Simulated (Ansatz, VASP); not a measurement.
## Ta2Si2Ge: VASP beside Ansatz

INCAR

```
PREC     = Accurate       # precision mode
ENCUT    = 520            # plane-wave cutoff, eV
EDIFF    = 1E-7           # SCF threshold, eV
ISMEAR   = 0              # smearing method
SIGMA    = 0.1            # smearing width, eV
LREAL    = F              # projectors in reciprocal space
LASPH    = T              # aspherical terms in the spheres
NELM     = 100            # most SCF steps
ALGO     = Normal         # electronic algorithm
ISIF     = 2              # what is computed and relaxed
LWAVE    = F              # write WAVECAR
LCHARG   = T              # write CHGCAR
GGA      = PE             # functional
LELF     = T              # ELF
LVHAR    = T            
NBANDS   = 30             # bands
```

KPOINTS

```
regular mesh
0
Gamma
  6 6 2
```

File POSCAR:

```
Ta2Si2Ge
1.0
    3.8154179500      0.0000000000      0.0000000000
   -1.9077089800      3.3042488700      0.0000000000
    0.0000000000      0.0000000000      7.6169541500
Ta Si Ge
2 2 1
Direct
    0.3333333300      0.6666666700      0.7875744400
    0.6666666700      0.3333333300      0.2124255600
    0.0000000000      0.0000000000      0.1977793300
    0.0000000000      0.0000000000      0.8022206700
    0.0000000000      0.0000000000      0.5000000000
```

Input for Ansatz:

```yaml
crystal:
  lattice:
    - [3.81541795, 0.0, 0.0]
    - [-1.90770898, 3.30424887, 0.0]
    - [0.0, 0.0, 7.61695415]
  atoms:
    - { symbol: Ta, position: [0.33333333, 0.66666667, 0.78757444] }
    - { symbol: Ta, position: [0.66666667, 0.33333333, 0.21242556] }
    - { symbol: Si, position: [0.0, 0.0, 0.19777933] }
    - { symbol: Si, position: [0.0, 0.0, 0.80222067] }
    - { symbol: Ge, position: [0.0, 0.0, 0.5] }
basis:
  ecutwfc: 420
kpoints:
  mp_grid: { grid: [6, 6, 2] }
hamiltonian:
  xc: pbe
scf:
  occupations: { method: gaussian, width: 0.1 }
  lower_state_search: "off"
output:
  forces: true
  stress: true
  eigenvalues: true
```

Alike in both runs: task single point; functional PBE; k mesh 6 × 6 × 2; occupations gaussian, width 0.1 eV; no spin polarisation.

|  | VASP | Ansatz |
| --- | --- | --- |
| version | VASP 6.6.1 | Ansatz 0.2.0 |
| potentials or method | VASP PAW PBE potentials, release 64 (Ta_pv, Si, Ge_d), cutoff 520 eV | scalar-relativistic, plane waves, PAW |
| valence electrons in the cell | 44 | 48 |

|  | VASP | Ansatz | Ansatz less VASP |
| --- | --- | --- | --- |
| gap on the k mesh at the Fermi level (eV) | none | none | - |
| rms of the force components (eV/Å) | 1.120 | 1.123 | +0.0028 |

Atom by atom the forces differ by 0.003 eV/Å (rms over components). A gap of «none» marks a metal or a gap that the smearing closes. VASP's potentials hold 44 valence electrons a cell and Ansatz's 48, so a difference there can come from the potentials and not from the codes.

The k mesh is coarse, so the values compare programs but aren't converged. Spin-orbit coupling is off throughout.
